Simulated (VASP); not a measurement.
## C: single point with r2SCAN

The system is C.

```
CELL_PARAMETERS angstrom
1.22805 -2.12706 0.00000
1.22805 2.12706 0.00000
0.00000 0.00000 7.17327
ATOMIC_POSITIONS crystal
C 0.08338 0.91662 0.75314
C 0.58338 0.41662 0.24686
C 0.91662 0.08338 0.24686
C 0.41662 0.58338 0.75314
```

| Property | Result |
| --- | --- |
| Program | VASP 6.6.1 |
| Task | single point |
| Functional | r2SCAN |
| Potentials or basis | VASP PAW PBE potentials, release 64 (C) |
| Cutoff | 660 eV |
| k mesh | 10 × 10 × 3 |
| Occupations | methfessel-paxton, width 0.25 eV |
| Spin | no spin polarisation |
| Dipole correction | no |
| Further INCAR settings | ALGO = Normal; EDIFF = 1e-06; NBANDS = 16 |

* Pressure: -0.1 GPa
* Largest force: 0.016 eV/Å

Forces on the atoms (eV/Å):
```
C    0.000  0.013 -0.008
C    0.000  0.013  0.008
C    0.000 -0.013  0.008
C    0.000 -0.013 -0.008
```

Stress tensor (GPa, compression positive):
```
 0.23  0.00  0.00
 0.00 -0.05  0.00
 0.00  0.00 -0.53
```

It took 3.1 min on 1 thread of Intel(R) Xeon(R) Platinum 8488C (Sapphire Rapids), on a shared host, peak memory 0.19 GiB.

Caveat: the PAW data sets were made with another functional, which shifts forces and pressure a little.
